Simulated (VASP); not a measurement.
Wanted: the native input for a VASP 6.6.1 run.

```yaml
Task: single point
Functional: LDA
Potentials_or_basis: VASP PAW LDA potentials, release 64 (Cd, Se)
Cutoff: 520 eV
k_mesh: 10 × 10 × 10
Occupations: gaussian, width 0.01 eV
Spin: no spin polarisation
Dipole_correction: no
Further_INCAR_settings: ALGO = Normal; EDIFF = 1e-07; NBANDS = 16
```

The structure of CdSe lies in POSCAR:

```
CdSe
1.0
    0.0000000000      3.0702712000      3.0702712000
    3.0702712000      0.0000000000      3.0702712000
    3.0702712000      3.0702712000      0.0000000000
Cd Se
1 1
Direct
    0.0000000000      0.0000000000      0.0000000000
    0.2500000000      0.2500000000      0.2500000000
```

These files were run (other wordings do the same):

INCAR

```
ALGO = Normal ; EDIFF = 1E-7
ENCUT = 520 ; ISIF = 2
ISMEAR = 0 ; LASPH = T
LCHARG = F ; LREAL = F
LWAVE = F ; NBANDS = 16
NELM = 60 ; PREC = Accurate
SIGMA = 0.01
```

KPOINTS

```
k-points
0
Gamma
  10 10 10
```

Potentials or basis: VASP PAW LDA potentials, release 64 (Cd, Se).

Run with:

```bash
$ cat potpaw_LDA.64/Cd/POTCAR potpaw_LDA.64/Se/POTCAR > POTCAR
$ mpirun -np 1 vasp_std > vasp.out
```

Results of the run:

```
Pressure               : -2.9 GPa
Band gap on the k mesh : 0.31 eV
```

Caveat: semilocal functionals underestimate gaps, and a narrow one can read as zero.

It took 38 s on 1 thread of Intel(R) Xeon(R) Platinum 8259CL CPU @ 2.50GHz (Skylake/Cascade Lake) (shared host), peak memory 0.18 GiB.
